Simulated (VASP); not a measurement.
# AlGa3N4 (R3m) in VASP: further runs

The runs below take AlGa3N4 through single point, with LDA.

Everything below comes from runs of VASP 6.6.1. Logs are shortened: lines on timing, memory, paths and dates and some standing lists are left out, and cuts for length are marked.

**1. The cell of the first run**

It takes space group R3m (No. 160, trigonal). Conventional cell: a = 6.562 Å, b = 6.562 Å, c = 6.700 Å, α = 90.00°, β = 90.00°, γ = 120.00°. Within 2.2 Å of Al (site symmetry 3m) lie 4 N at 1.64 to 1.94 Å. Within 2.2 Å of Ga (site symmetry m) lie 4 N at 1.69 to 1.99 Å. N (site symmetry m) has 3 Ga at 1.69 to 1.99 Å and 1 Al at 1.94 Å within 2.2 Å. N (site symmetry 3m) has 1 Al at 1.64 Å and 3 Ga at 1.98 Å within 2.2 Å.

**2. Single point, LDA (10.41 Å³/atom)**

INCAR reads:

```
SYSTEM = AlGa3N4
ALGO = Normal
EDIFF = 1E-6
ENCUT = 520
ISIF = 2
ISMEAR = 0
LASPH = .TRUE.
LCHARG = .TRUE.
LELF = .TRUE.
LREAL = .FALSE.
LVHAR = .TRUE.
LWAVE = .FALSE.
NBANDS = 41
NELM = 100
PREC = Accurate
SIGMA = 0.05
```

KPOINTS reads:

```
k-points
0
G
  6 6 6
  0 0 0
```

POSCAR reads:

```
AlGa3N4
1.0
    4.3827324496     -0.2573710755     -0.2573710755
   -0.2573710755      4.3827324496     -0.2573710755
   -0.2573710755     -0.2573710755      4.3827324496
Al Ga N
1 3 4
Direct
    0.0000000000      0.0000000000      0.0000000000
    0.5000000000      0.5000000000      0.0000000000
    0.5000000000      0.0000000000      0.5000000000
    0.0000000000      0.5000000000      0.5000000000
    0.7548078379      0.7548078379      0.2451921621
    0.7548078379      0.2451921621      0.7548078379
    0.2451921621      0.7548078379      0.7548078379
    0.2451921621      0.2451921621      0.2451921621
```

Potentials or basis: VASP PAW LDA potentials, release 64 (Al, Ga_d, N).

The run is started by

```console
> cat potpaw_LDA.64/Al/POTCAR potpaw_LDA.64/Ga_d/POTCAR potpaw_LDA.64/N/POTCAR > POTCAR
> mpirun -np 1 vasp_std > vasp.out
```

OUTCAR:

```text
SYSTEM = AlGa3N4
   EDIFF = 1E-6
   ENCUT = 520
   ISIF = 2
   ISMEAR = 0
   LASPH = .TRUE.
   LREAL = .FALSE.
   NELM = 100
   PREC = Accurate

 ion  position               nearest neighbor table
   1  0.000  0.000  0.000-   8 1.64   6 1.94   7 1.94   5 1.94   3 2.93   4 2.93   2 2.93   4 2.93
                             3 2.93   2 2.93
   2  0.500  0.500  0.000-   5 1.69   8 1.98   7 1.99   6 1.99   1 2.93   1 2.93
   3  0.500  0.000  0.500-   6 1.69   8 1.98   7 1.99   5 1.99   1 2.93   1 2.93
   4  0.000  0.500  0.500-   7 1.69   8 1.98   5 1.99   6 1.99   1 2.93   1 2.93
   5  0.755  0.755  0.245-   2 1.69   1 1.94   3 1.99   4 1.99
   6  0.755  0.245  0.755-   3 1.69   1 1.94   2 1.99   4 1.99
   7  0.245  0.755  0.755-   4 1.69   1 1.94   3 1.99   2 1.99
   8  0.245  0.245  0.245-   1 1.64   2 1.98   3 1.98   4 1.98

  LATTYP: Found a trigonal (rhomboedric) cell.
 ALAT       =     4.3978203085
 COS(alpha) =    -0.1132184088

  Lattice vectors:

 A1 = (   4.3827324496,  -0.2573710755,  -0.2573710755)
 A2 = (  -0.2573710755,   4.3827324496,  -0.2573710755)
 A3 = (  -0.2573710755,  -0.2573710755,   4.3827324496)

Analysis of symmetry for initial positions (statically):
=====================================================================
 Subroutine PRICEL returns:
 Original cell was already a primitive cell.

 Routine SETGRP: Setting up the symmetry group for a
 trigonal (rhombohedral) supercell.

 Subroutine GETGRP returns: Found  6 space group operations
 (whereof  6 operations were pure point group operations)
 out of a pool of 12 trial point group operations.

The static configuration has the point symmetry C_3v.

Analysis of symmetry for dynamics (positions and initial velocities):
=====================================================================
 Subroutine PRICEL returns:
 Original cell was already a primitive cell.

 Routine SETGRP: Setting up the symmetry group for a
 trigonal (rhombohedral) supercell.

 Subroutine GETGRP returns: Found  6 space group operations
 (whereof  6 operations were pure point group operations)
 out of a pool of 12 trial point group operations.

The dynamic configuration has the point symmetry C_3v.

 Subroutine INISYM returns: Found  6 space group operations
 (whereof  6 operations are pure point group operations),
 and found     1 'primitive' translations

----------------------------------------------------------------------------------------

                                     Primitive cell

  volume of cell :      83.2800

  direct lattice vectors                    reciprocal lattice vectors
     4.382732450 -0.257371075 -0.257371075     0.229852352  0.014339919  0.014339919
    -0.257371075  4.382732450 -0.257371075     0.014339919  0.229852352  0.014339919
    -0.257371075 -0.257371075  4.382732450     0.014339919  0.014339919  0.229852352

  length of vectors
     4.397820308  4.397820308  4.397820308     0.230745249  0.230745249  0.230745249

  position of ions in fractional coordinates (direct lattice)
     0.000000000  0.000000000  0.000000000
     0.500000000  0.500000000  0.000000000
     0.500000000  0.000000000  0.500000000
     0.000000000  0.500000000  0.500000000
     0.754807838  0.754807838  0.245192162
     0.754807838  0.245192162  0.754807838
     0.245192162  0.754807838  0.754807838
     0.245192162  0.245192162  0.245192162

  ion indices of the primitive-cell ions
   primitive index   ion index
                 1           1
                 2           2
                 3           3
                 4           4
                 5           5
                 6           6
                 7           7
                 8           8

----------------------------------------------------------------------------------------

 KPOINTS: k-points

Automatic generation of k-mesh.
 Grid dimensions read from file:
 generate k-points for:    6    6    6

 Generating k-lattice:

  Cartesian coordinates                     Fractional coordinates (reciprocal lattice)
     0.038308725  0.002389986  0.002389986     0.166666667  0.000000000  0.000000000
     0.002389986  0.038308725  0.002389986     0.000000000  0.166666667  0.000000000
     0.002389986  0.002389986  0.038308725     0.000000000  0.000000000  0.166666667

  Length of vectors
     0.038457542  0.038457542  0.038457542

  Shift w.r.t. Gamma in fractional coordinates (k-lattice)
     0.000000000  0.000000000  0.000000000

 Subroutine IBZKPT returns following result:
 ===========================================

 Found     32 irreducible k-points:

 Following reciprocal coordinates:
            Coordinates               Weight
  0.000000  0.000000  0.000000      1.000000
  0.166667 -0.000000 -0.000000      6.000000
  0.333333 -0.000000  0.000000      6.000000
  0.500000 -0.000000  0.000000      3.000000
  0.166667  0.166667 -0.000000      6.000000
  0.333333  0.166667 -0.000000     12.000000
[... 16 lines left out ...]
  0.500000  0.500000  0.166667      6.000000
 -0.333333  0.500000  0.166667     12.000000
 [... further k-points ...]
   k-points           NKPTS =     32   k-points in BZ     NKDIM =     32   number of bands    NBANDS=     41
   number of dos      NEDOS =    301   number of ions     NIONS =      8
   total plane-waves  NPLWV =  46656
   dimension x,y,z NGX =    36 NGY =   36 NGZ =   36
   dimension x,y,z NGXF=    72 NGYF=   72 NGZF=   72
   ions per type =               1   3   4
   NGX,Y,Z   is equivalent  to a cutoff of  13.61, 13.61, 13.61 a.u.
   NGXF,Y,Z  is equivalent  to a cutoff of  27.22, 27.22, 27.22 a.u.
 SYSTEM =  AlGa3N4
   PREC   = accura    normal or accurate (medium, high low for compatibility)
   ISTART =      0    job   : 0-new  1-cont  2-samecut
   ICHARG =      2    charge: 1-file 2-atom 10-const
   ISPIN  =      1    spin polarized calculation?
   LNONCOLLINEAR =      F non collinear calculations
   LSORBIT =      F    spin-orbit coupling
   LASPH  =      T    aspherical Exc in radial PAW
   ENCUT  =  520.0 eV  38.22 Ry    6.18 a.u.   8.18  8.18  8.18*2*pi/ulx,y,z
   NELM   =    100;   NELMIN=  2; NELMDL= -5     # of ELM steps
   EDIFF  = 0.1E-05   stopping-criterion for ELM
   LREAL  =      F    real-space projection
   EDIFFG = 0.1E-04   stopping-criterion for IOM
   NSW    =      0    number of steps for IOM
   IBRION =     -1    ionic relax: 0-MD 1-quasi-New 2-CG
   NFREE  =      0    steps in history (QN), initial steepest desc. (CG)
   ISIF   =      2    stress and relaxation
   ISYM   =      2    0-nonsym 1-usesym 2-fastsym
   POTIM  = 0.5000    time-step for ionic-motion
   TEBEG  =    0.0;   TEEND  =   0.0 temperature during run
   PSTRESS=    0.0 pullay stress
   NELECT =      62.0000    total number of electrons
   NUPDOWN=      -1.0000    fix difference up-down
   EMIN   =  10.00;   EMAX   =-10.00  energy-range for DOS
   EFERMI =   0.00;   METHOD = LEGACY
   ISMEAR =     0;   SIGMA  =   0.05  broadening in eV -4-tet -1-fermi 0-gaus
   EFERMI_NEDOS =   21; number of points for ismear=-14 and -15
   IALGO  =     38    algorithm
   IMIX   =      4    mixing-type and parameters
     AMIX     =   0.40;   BMIX     =  1.00
     AMIX_MAG =   1.60;   BMIX_MAG =  1.00
  volume/ion in A,a.u.               =      10.41        70.25
  Fermi-wavevector in a.u.,A,eV,Ry     =   1.483742  2.803866 29.953108  2.201491
  Thomas-Fermi vector in A             =   2.597366
   LORBIT       =      0    0 simple, 1 ext, 2 COOP (PROOUT), +10 PAW based schemes
   GGA     = CA    functional components
   LHFCALC =     F    Hartree Fock is set to
   AEXX    =    0.0000 exact exchange contribution
   IVDW    =     0    specifies the selected vdW correction
   LEPSILON=     F    determine dielectric tensor
   LRPA    =     F    only Hartree local field effects (RPA)
 non-spin polarized calculation
 Gauss-broadening in eV      SIGMA  =   0.05
  energy-cutoff  :      520.00
  volume of cell :       83.28
 maximum number of plane-waves:      2267
 NGX is ok and might be reduce to    36
   NGX = 17   NGY = 17   NGZ = 17

 number of electron      62.0000029 magnetization

 Free energy of the ion-electron system (eV)
  ---------------------------------------------------
  ext. energy  EPLUGINS =         0.00000000
  ---------------------------------------------------
  free energy    TOTEN  =       -54.93180933 eV

  energy without entropy =      -54.93180933  energy(sigma->0) =      -54.93180933

 E-fermi :   6.4990     XC(G=0): -12.2784

 val. band max:        6.2401911706   @ k =   0.0000   0.0000   0.0000
 cond. band min:       8.2318292774   @ k =   0.0000   0.0000   0.0000
 fundamental gap:      1.9916381068
 Fermi energy:         6.4989915722

 k-point     1 :       0.0000    0.0000    0.0000
  band No.  band energies     occupation
      1     -10.3909      2.00000
      2      -9.1479      2.00000
      3      -9.1479      2.00000
      4      -8.5949      2.00000
      5      -7.5028      2.00000
      6      -7.5014      2.00000
[... 33 lines left out ...]
     40      15.6767      0.00000
     41      17.8133      0.00000

 k-point     2 :       0.1667   -0.0000   -0.0000
  band No.  band energies     occupation
      1     -10.2725      2.00000
      2      -9.1748      2.00000
      3      -9.1523      2.00000
      4      -8.6026      2.00000
      5      -7.5025      2.00000
      6      -7.4833      2.00000
[... 33 lines left out ...]
     40      16.0342      0.00000
     41      17.6639      0.00000

 k-point     3 :       0.3333   -0.0000    0.0000
  band No.  band energies     occupation
      1      -9.9599      2.00000
      2      -9.2847      2.00000
      3      -9.1611      2.00000
      4      -8.6237      2.00000
      5      -7.4777      2.00000
      6      -7.4318      2.00000
[... 33 lines left out ...]
     40      16.8829      0.00000
     41      17.2797      0.00000

 k-point     4 :       0.5000   -0.0000    0.0000
  band No.  band energies     occupation
      1      -9.6552      2.00000
      2      -9.4763      2.00000
      3      -9.1656      2.00000
      4      -8.6379      2.00000
      5      -7.4552      2.00000
      6      -7.4168      2.00000
[... 825 lines left out ...]
     40      16.4354      0.00000
     41      17.0426      0.00000

 k-point    23 :       0.5000    0.5000    0.1667
  band No.  band energies     occupation
      1      -9.4135      2.00000
      2      -9.3934      2.00000
      3      -9.2974      2.00000
      4      -8.6422      2.00000
      5      -7.4898      2.00000
      6      -7.4146      2.00000
[... 33 lines left out ...]
     40      15.8837      0.00000
     41      16.4867      0.00000

 k-point    24 :      -0.3333    0.5000    0.1667
  band No.  band energies     occupation
      1      -9.5086      2.00000
      2      -9.3845      2.00000
      3      -9.2729      2.00000
      4      -8.6411      2.00000
      5      -7.5033      2.00000
      6      -7.4239      2.00000
[... 33 lines left out ...]
     40      16.2399      0.00000
     41      16.5068      0.00000

 [... further k-points ...]
[... 5 lines left out ...]
  --------------------------------------------------------------------------------------
  -------------------------------------------------------------------------------------
  Total       11.5779843     11.5779843     11.5779843     18.3151859     18.3151859     18.3151859
  in kB      222.7423624    222.7423624    222.7423624    352.3556162    352.3556162    352.3556162
  external PRESSURE =     222.7423624 kB  Pullay stress =       0.0000000 kB

 VOLUME and BASIS-vectors are now :
 -----------------------------------------------------------------------------
  energy-cutoff  :      520.00
  volume of cell :       83.28
      direct lattice vectors                 reciprocal lattice vectors
     4.382732450 -0.257371075 -0.257371075     0.229852352  0.014339919  0.014339919
    -0.257371075  4.382732450 -0.257371075     0.014339919  0.229852352  0.014339919
    -0.257371075 -0.257371075  4.382732450     0.014339919  0.014339919  0.229852352

 POSITION                                       TOTAL-FORCE (eV/Angst)
 -----------------------------------------------------------------------------------
      0.00000      0.00000      0.00000        -2.711955     -2.711955     -2.711955
      2.06268      2.06268     -0.25737        -2.827325     -2.827325     -2.578620
      2.06268     -0.25737      2.06268        -2.827325     -2.578620     -2.827325
     -0.25737      2.06268      2.06268        -2.578620     -2.827325     -2.827325
      3.05075      3.05075      0.68608         2.810155      2.810155      2.514124
      3.05075      0.68608      3.05075         2.810155      2.514124      2.810155
      0.68608      3.05075      3.05075         2.514124      2.810155      2.810155
      0.94840      0.94840      0.94840         2.810790      2.810790      2.810790
 -----------------------------------------------------------------------------------
    total drift:                                0.000673      0.000673      0.000673

  FREE ENERGIE OF THE ION-ELECTRON SYSTEM (eV)
  ---------------------------------------------------
  free  energy   TOTEN  =       -54.9318093334 eV

  energy  without entropy=      -54.9318093334  energy(sigma->0) =      -54.93180933
```

Wall time 92 s (1 thread of Intel Xeon Platinum 8488C (Sapphire Rapids), shared host); peak memory 0.21 GiB.

What came out:

| Quantity | Value |
| --- | --- |
| Free energy | -54.9318 eV |
| Pressure | 22.3 GPa |
| Largest force | 4.868 eV/Å |
| Band gap on the k mesh | 1.99 eV |

Forces in eV/Å, atoms in the order of the input:
```
Al  -2.712 -2.712 -2.712
Ga  -2.827 -2.827 -2.579
Ga  -2.827 -2.579 -2.827
Ga  -2.579 -2.827 -2.827
N    2.810  2.810  2.514
N    2.810  2.514  2.810
N    2.514  2.810  2.810
N    2.811  2.811  2.811
```

Stress tensor (GPa, compression positive):
```
22.27 35.24 35.24
35.24 22.27 35.24
35.24 35.24 22.27
```

Levels at points of the mesh, in eV from the valence-band top:
| k point | band 28 | band 29 | band 30 | band 31 | band 32 | band 33 | band 34 | band 35 |
| --- | --- | --- | --- | --- | --- | --- | --- | --- |
| (0.00, 0.00, 0.00) | -1.94 | -0.46 | -0.46 | 0.00 | 1.99 | 2.66 | 2.66 | 2.71 |
| (0.50, 0.00, 0.00) | -2.49 | -2.18 | -1.28 | -0.97 | 4.37 | 4.45 | 5.49 | 5.50 |
| (0.50, 0.50, 0.00) | -1.59 | -1.53 | -0.88 | -0.62 | 5.69 | 5.99 | 6.44 | 6.88 |
| (0.50, 0.50, 0.50) | -0.93 | -0.68 | -0.63 | -0.63 | 3.88 | 5.29 | 5.29 | 6.47 |

Caveat: the cell stands under pressure; forces of over 1 eV/Å act on the atoms, so gaps and moduli don't describe the material at rest.

**3. Single point, LDA (10.41 Å³/atom)**

INCAR reads:

```
  ALGO = Normal
  EDIFF = 1E-6
  ENCUT = 520
  GGA = CA
  ISIF = 2
  ISMEAR = 0
  LASPH = True
  LCHARG = False
  LREAL = False
  LWAVE = False
  NBANDS = 41
  NELM = 60
  PREC = Accurate
  SIGMA = 0.05
```

KPOINTS reads:

```
k-points
0
Gamma
  6 6 6
```

Edit POSCAR of step 2 so:

```diff
@@ -2,5 +2,5 @@
 1.0
-    4.3827324496     -0.2573710755     -0.2573710755
-   -0.2573710755      4.3827324496     -0.2573710755
-   -0.2573710755     -0.2573710755      4.3827324496
+    4.3679777992      0.0666702668      0.0666702668
+    0.0666702668      4.3679777992      0.0666702668
+    0.0666702668      0.0666702668      4.3679777992
 Al Ga N
```

Potentials or basis: VASP PAW LDA potentials, release 64 (Al, Ga_d, N).

The run is started by

```console
> cat potpaw_LDA.64/Al/POTCAR potpaw_LDA.64/Ga_d/POTCAR potpaw_LDA.64/N/POTCAR > POTCAR
> mpirun -np 1 vasp_std > vasp.out
```

It took 68 s on 1 thread of Intel Xeon Platinum 8488C (Sapphire Rapids), shared host; peak memory 0.21 GiB.

It converged, with:

```
Free energy            : -57.9076 eV
Pressure               : 10.9 GPa
Largest force          : 0.637 eV/Å
Band gap on the k mesh : 2.72 eV
```

Forces on the atoms (eV/Å):
```
Al   0.303  0.303  0.303
Ga   0.317  0.317  0.303
Ga   0.317  0.303  0.317
Ga   0.303  0.317  0.317
N   -0.279 -0.279 -0.313
N   -0.279 -0.313 -0.279
N   -0.313 -0.279 -0.279
N   -0.368 -0.368 -0.368
```

Stress tensor (GPa, compression positive):
```
10.93 -7.10 -7.10
-7.10 10.93 -7.10
-7.10 -7.10 10.93
```

Levels at points of the mesh, in eV from the valence-band top:
| k point | band 28 | band 29 | band 30 | band 31 | band 32 | band 33 | band 34 | band 35 |
| --- | --- | --- | --- | --- | --- | --- | --- | --- |
| (0.00, 0.00, 0.00) | -2.55 | -0.23 | 0.00 | 0.00 | 2.72 | 3.27 | 3.27 | 3.33 |
| (0.50, 0.00, 0.00) | -1.84 | -1.54 | -1.52 | -1.20 | 5.03 | 5.11 | 6.16 | 6.21 |
| (0.50, 0.50, 0.00) | -1.17 | -1.16 | -1.00 | -0.73 | 6.97 | 7.12 | 7.20 | 7.33 |
| (0.50, 0.50, 0.50) | -0.97 | -0.85 | -0.68 | -0.68 | 5.19 | 5.19 | 5.56 | 6.64 |

Caveat: the cell stands under pressure.
